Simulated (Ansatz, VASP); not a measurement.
# Mg2FeH6: VASP beside Ansatz

The input INCAR:

```
SYSTEM = Mg2FeH6
PREC     = Accurate       ! precision mode
ENCUT    = 520            ! plane-wave cutoff, eV
EDIFF    = 1E-7           ! SCF threshold, eV
ISMEAR   = 0              ! smearing method
SIGMA    = 0.02           ! smearing width, eV
LREAL    = .False.        ! projectors in reciprocal space
LASPH    = .True.         ! aspherical terms in the spheres
NELM     = 60             ! most SCF steps
ALGO     = Normal         ! electronic algorithm
ISIF     = 2              ! what is computed and relaxed
LWAVE    = .False.        ! write WAVECAR
LCHARG   = .False.        ! write CHGCAR
GGA      = CA             ! functional
IBRION   = 2              ! ionic algorithm
NSW      = 50             ! ionic steps
EDIFFG   = -0.01          ! ionic threshold
```

File KPOINTS:

```
regular mesh
0
Gamma
  8 8 8
  0 0 0
```

The input POSCAR:

```
Mg2FeH6
1.0
    0.0000000000      3.0084825655      3.0084825655
    3.0084825655      0.0000000000      3.0084825655
    3.0084825655      3.0084825655      0.0000000000
Mg Fe H
2 1 6
Direct
    0.2500000000      0.2500000000      0.2500000000
    0.7500000000      0.7500000000      0.7500000000
    0.0000000000      0.0000000000      0.0000000000
    0.7492187476      0.2507812524      0.2507812524
    0.2507812524      0.7492187476      0.2507812524
    0.2507812524      0.7492187476      0.7492187476
    0.7492187476      0.2507812524      0.7492187476
    0.2507812524      0.2507812524      0.7492187476
    0.7492187476      0.7492187476      0.2507812524
```

Input for Ansatz:

```yaml
crystal:
  lattice:
    - [0.0, 3.0084825655, 3.0084825655]
    - [3.0084825655, 0.0, 3.0084825655]
    - [3.0084825655, 3.0084825655, 0.0]
  atoms:
    - { symbol: Mg, position: [0.25, 0.25, 0.25] }
    - { symbol: Mg, position: [0.75, 0.75, 0.75] }
    - { symbol: Fe, position: [0.0, 0.0, 0.0] }
    - { symbol: H, position: [0.7492187476, 0.2507812524, 0.2507812524] }
    - { symbol: H, position: [0.2507812524, 0.7492187476, 0.2507812524] }
    - { symbol: H, position: [0.2507812524, 0.7492187476, 0.7492187476] }
    - { symbol: H, position: [0.7492187476, 0.2507812524, 0.7492187476] }
    - { symbol: H, position: [0.2507812524, 0.2507812524, 0.7492187476] }
    - { symbol: H, position: [0.7492187476, 0.7492187476, 0.2507812524] }
basis:
  ecutwfc: 420
kpoints:
  mp_grid: { grid: [8, 8, 8] }
hamiltonian:
  xc: lda
scf:
  occupations: { method: gaussian, width: 0.02 }
output:
  forces: true
  stress: true
  eigenvalues: true
relax:
  adjacent_minimum: "off"
  f_tol: 0.01
  max_steps: 30
```

Alike in both runs: task relaxation of the atoms; functional LDA; k mesh 8 × 8 × 8; occupations gaussian, width 0.02 eV; no spin polarisation.

```csv
,VASP,Ansatz
version,VASP 6.6.1,Ansatz 0.2.0
potentials or method,"VASP PAW LDA potentials, release 64 (Mg, Fe, H), cutoff 520 eV","scalar-relativistic, plane waves, PAW"
valence electrons in the cell,18,42
```

Ansatz gave:

- gap on the k mesh at the Fermi level, each at its own relaxed structure (eV): 1.89

What did VASP give for the same quantities?

gap on the k mesh at the Fermi level, each at its own relaxed structure (eV): 1.85.

LDA's correlation is that of Perdew and Zunger in VASP and of Perdew and Wang (1992) in Ansatz. VASP's potentials hold 18 valence electrons a cell and Ansatz's 42, so a difference there can come from the potentials and not from the codes. Ansatz's warnings: stress scf threshold loose.
